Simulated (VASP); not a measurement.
# ZnS (F-43m) in VASP: single point with PBE

Aim: the single point of ZnS with PBE.

All numbers are computed with VASP 6.6.1; they aren't measurements. Logs are shortened: lines on timing, memory, paths and dates and some standing lists are left out, and cuts for length are marked.

## 1. The cell of the first run

The structure is cubic, space group F-43m (No. 216). The conventional cell has a = 5.442 Å, b = 5.442 Å, c = 5.442 Å, α = 90.00°, β = 90.00°, γ = 90.00°. Within 3.1 Å of Zn (site symmetry -43m) lie 4 S at 2.36 Å. S (site symmetry -43m) has 4 Zn at 2.36 Å within 3.1 Å.

## 2. Single point, PBE

Input file INCAR:

```
SYSTEM = ZnS
ALGO = Normal
EDIFF = 1E-6
ENCUT = 520
GGA = PE
ISIF = 2
ISMEAR = 0
LASPH = .True.
LCHARG = .False.
LREAL = .False.
LWAVE = .False.
NBANDS = 16
NELM = 60
PREC = Accurate
SIGMA = 0.02
```

Input file KPOINTS:

```
k-points
0
Gamma
  8 8 8
  0 0 0
```

Input file POSCAR:

```
ZnS
1.0
    0.0000000000      2.7211787029      2.7211787029
    2.7211787029      0.0000000000      2.7211787029
    2.7211787029      2.7211787029      0.0000000000
Zn S
1 1
Direct
    0.0000000000      0.0000000000      0.0000000000
    0.2500000000      0.2500000000      0.2500000000
```

Potentials or basis: VASP PAW PBE potentials, release 64 (Zn, S).

The run is started by

```sh
$ cat potpaw_PBE.64/Zn/POTCAR potpaw_PBE.64/S/POTCAR > POTCAR
$ mpirun -np 1 vasp_std > vasp.out
```

OUTCAR:

```text
SYSTEM = ZnS
   EDIFF = 1E-6
   ENCUT = 520
   GGA = PE
   ISIF = 2
   ISMEAR = 0
   LASPH = .True.
   LREAL = .False.
   NELM = 60
   PREC = Accurate

 ion  position               nearest neighbor table
   1  0.000  0.000  0.000-   2 2.36   2 2.36   2 2.36   2 2.36
   2  0.250  0.250  0.250-   1 2.36   1 2.36   1 2.36   1 2.36

  LATTYP: Found a face centered cubic cell.
 ALAT       =     5.4423574058

  Lattice vectors:

 A1 = (   0.0000000000,   2.7211787029,   2.7211787029)
 A2 = (   2.7211787029,   0.0000000000,   2.7211787029)
 A3 = (   2.7211787029,   2.7211787029,   0.0000000000)

Analysis of symmetry for initial positions (statically):
=====================================================================
 Subroutine PRICEL returns:
 Original cell was already a primitive cell.

 Routine SETGRP: Setting up the symmetry group for a
 face centered cubic supercell.

 Subroutine GETGRP returns: Found 24 space group operations
 (whereof 24 operations were pure point group operations)
 out of a pool of 48 trial point group operations.

The static configuration has the point symmetry T_d .

Analysis of symmetry for dynamics (positions and initial velocities):
=====================================================================
 Subroutine PRICEL returns:
 Original cell was already a primitive cell.

 Routine SETGRP: Setting up the symmetry group for a
 face centered cubic supercell.

 Subroutine GETGRP returns: Found 24 space group operations
 (whereof 24 operations were pure point group operations)
 out of a pool of 48 trial point group operations.

The dynamic configuration has the point symmetry T_d .

 Subroutine INISYM returns: Found 24 space group operations
 (whereof 24 operations are pure point group operations),
 and found     1 'primitive' translations

----------------------------------------------------------------------------------------

                                     Primitive cell

  volume of cell :      40.2996

  direct lattice vectors                    reciprocal lattice vectors
     0.000000000  2.721178703  2.721178703    -0.183743905  0.183743905  0.183743905
     2.721178703  0.000000000  2.721178703     0.183743905 -0.183743905  0.183743905
     2.721178703  2.721178703  0.000000000     0.183743905  0.183743905 -0.183743905

  length of vectors
     3.848327827  3.848327827  3.848327827     0.318253778  0.318253778  0.318253778

  position of ions in fractional coordinates (direct lattice)
[... 79 lines left out ...]
   EDIFF  = 0.1E-05   stopping-criterion for ELM
   LREAL  =      F    real-space projection
   EDIFFG = 0.1E-04   stopping-criterion for IOM
   NSW    =      0    number of steps for IOM
   IBRION =     -1    ionic relax: 0-MD 1-quasi-New 2-CG
   NFREE  =      0    steps in history (QN), initial steepest desc. (CG)
   ISIF   =      2    stress and relaxation
   ISYM   =      2    0-nonsym 1-usesym 2-fastsym
   POTIM  = 0.5000    time-step for ionic-motion
   TEBEG  =    0.0;   TEEND  =   0.0 temperature during run
   PSTRESS=    0.0 pullay stress
   NELECT =      18.0000    total number of electrons
   NUPDOWN=      -1.0000    fix difference up-down
   EMIN   =  10.00;   EMAX   =-10.00  energy-range for DOS
   EFERMI =   0.00;   METHOD = LEGACY
   ISMEAR =     0;   SIGMA  =   0.02  broadening in eV -4-tet -1-fermi 0-gaus
   EFERMI_NEDOS =   21; number of points for ismear=-14 and -15
   IALGO  =     38    algorithm
   IMIX   =      4    mixing-type and parameters
     AMIX     =   0.40;   BMIX     =  1.00
     AMIX_MAG =   1.60;   BMIX_MAG =  1.00
  volume/ion in A,a.u.               =      20.15       135.98
  Fermi-wavevector in a.u.,A,eV,Ry     =   1.251407  2.364816 21.306991  1.566020
  Thomas-Fermi vector in A             =   2.385356
   LORBIT       =      0    0 simple, 1 ext, 2 COOP (PROOUT), +10 PAW based schemes
   GGA     = PE    functional components
   LHFCALC =     F    Hartree Fock is set to
   AEXX    =    0.0000 exact exchange contribution
   IVDW    =     0    specifies the selected vdW correction
   LEPSILON=     F    determine dielectric tensor
   LRPA    =     F    only Hartree local field effects (RPA)
 non-spin polarized calculation
 Gauss-broadening in eV      SIGMA  =   0.02
  energy-cutoff  :      520.00
  volume of cell :       40.30
 maximum number of plane-waves:      1106
 NGX is ok and might be reduce to    30
   NGX = 15   NGY = 15   NGZ = 15

 number of electron      18.0000008 magnetization

 Free energy of the ion-electron system (eV)
  ---------------------------------------------------
  ext. energy  EPLUGINS =         0.00000000
  ---------------------------------------------------
  free energy    TOTEN  =        -6.85231938 eV

  energy without entropy =       -6.85231938  energy(sigma->0) =       -6.85231938

 E-fermi :   2.0349     XC(G=0):  -9.5307

 val. band max:        1.9117112801   @ k =   0.0000   0.0000   0.0000
 cond. band min:       3.9330496206   @ k =   0.0000   0.0000   0.0000
 fundamental gap:      2.0213383405
 Fermi energy:         2.0348783003

 k-point     1 :       0.0000    0.0000    0.0000
  band No.  band energies     occupation
      1     -11.0829      2.00000
      2      -4.3458      2.00000
      3      -4.3458      2.00000
      4      -4.3458      2.00000
      5      -3.8725      2.00000
      6      -3.8725      2.00000
[... 433 lines left out ...]
      3      -4.1688      2.00000
      4      -3.9202      2.00000
      5      -3.8602      2.00000
      6      -3.6136      2.00000
[... 8 lines left out ...]
     15      15.2949      0.00000
     16      16.0742      0.00000

 [... further k-points ...]

------------------------ aborting loop because EDIFF is reached ----------------------------------------

  FORCE on cell =-STRESS in cart. coord.  units (eV):
  Direction    XX          YY          ZZ          XY          YZ          ZX
  --------------------------------------------------------------------------------------
  -------------------------------------------------------------------------------------
  Total        0.0488360      0.0488360      0.0488360      0.0000000     -0.0000000      0.0000000
  in kB        1.9415549      1.9415549      1.9415549      0.0000000     -0.0000000      0.0000000
  external PRESSURE =       1.9415549 kB  Pullay stress =       0.0000000 kB

 VOLUME and BASIS-vectors are now :
 -----------------------------------------------------------------------------
  energy-cutoff  :      520.00
  volume of cell :       40.30
      direct lattice vectors                 reciprocal lattice vectors
     0.000000000  2.721178703  2.721178703    -0.183743905  0.183743905  0.183743905
     2.721178703  0.000000000  2.721178703     0.183743905 -0.183743905  0.183743905
     2.721178703  2.721178703  0.000000000     0.183743905  0.183743905 -0.183743905

 POSITION                                       TOTAL-FORCE (eV/Angst)
 -----------------------------------------------------------------------------------
      0.00000      0.00000      0.00000         0.000000      0.000000      0.000000
      1.36059      1.36059      1.36059        -0.000000     -0.000000     -0.000000
 -----------------------------------------------------------------------------------
    total drift:                               -0.000000     -0.000000     -0.000000

  FREE ENERGIE OF THE ION-ELECTRON SYSTEM (eV)
  ---------------------------------------------------
  free  energy   TOTEN  =        -6.8523193848 eV

  energy  without entropy=       -6.8523193848  energy(sigma->0) =       -6.85231938
```

It took 24 s on 1 thread of AMD EPYC 7R43 (Zen 3), shared host; peak memory 0.14 GiB.

Results:

```yaml
Free_energy: -6.8523 eV
Pressure: 0.2 GPa
Band_gap_on_the_k_mesh: 2.02 eV
```
